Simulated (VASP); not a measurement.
HfO2:

```
CELL_PARAMETERS angstrom
0.01290 2.52918 2.52918
2.52918 0.01290 2.52918
2.54208 2.54208 0.00000
ATOMIC_POSITIONS crystal
Hf 0.00000 0.00000 0.00000
O 0.24927 0.24927 0.25073
O 0.75073 0.75073 0.74927
```

This cell differs from its parent crystal: shear xy strain +1.0%.

Base run:

```yaml
Program: VASP 6.6.1
Functional: r2SCAN
Potentials_or_basis: VASP PAW PBE potentials, release 64 (Hf_pv, O)
Cutoff: 520 eV
k_mesh: 8 × 8 × 8
Occupations: gaussian, width 0.01 eV
Spin: no spin polarisation
```

Its results: band gap on the k mesh 4.32 eV, direct; pressure -3.9 GPa.

Q: The run is repeated on the same cell with these changes: functional from r2SCAN to PBE; occupations from gaussian, width 0.01 eV to fermi-dirac, width 0.02 eV. What comes out?

A: Band gap on the k mesh 3.82 eV, direct; pressure 2.2 GPa.

Caveats: spin-orbit coupling is left out, which moves the levels of the heavy elements; the PAW data sets were made with another functional, which shifts forces and pressure a little (some runs).

A k mesh can miss the band edges.
